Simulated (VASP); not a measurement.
A run of VASP 6.6.1 is set up as follows.

Contents of INCAR:

```
PREC = Accurate
ENCUT = 520
EDIFF = 1E-6
ISMEAR = 0
SIGMA = 0.05
LREAL = False
LASPH = True
NELM = 60
ALGO = Normal
ISIF = 2
LWAVE = False
LCHARG = True
GGA = PE
LELF = True
LVHAR = True
NBANDS = 24
```

The input KPOINTS:

```
Automatic mesh
0
Gamma
  9 9 6
```

POSCAR

```
CaO
1.0
    4.0389565358      0.0000000000      0.0000000000
   -2.0194782679      3.4978389648      0.0000000000
    0.0000000000      0.0000000000      4.4743560503
Ca O
2 2
Direct
    0.3333333333      0.6666666667      0.7500000000
    0.6666666667      0.3333333333      0.2500000000
    0.3333333333      0.6666666667      0.2500000000
    0.6666666667      0.3333333333      0.7500000000
```

Potentials or basis: VASP PAW PBE potentials, release 64 (Ca_sv, O).

The run is started by

```bash
$ cat potpaw_PBE.64/Ca_sv/POTCAR potpaw_PBE.64/O/POTCAR > POTCAR
$ mpirun -np 1 vasp_std > vasp.out
```

Predict the pressure.

8.1 GPa.

Estimate the band gap on the k mesh.

2.94 eV.

Stress tensor (GPa, compression positive):
```
 2.50  0.00  0.00
 0.00  2.50  0.00
 0.00  0.00 19.40
```

Caveat: the cell stands under pressure; an odd mesh through Γ misses points on the zone boundary, where band edges can lie.
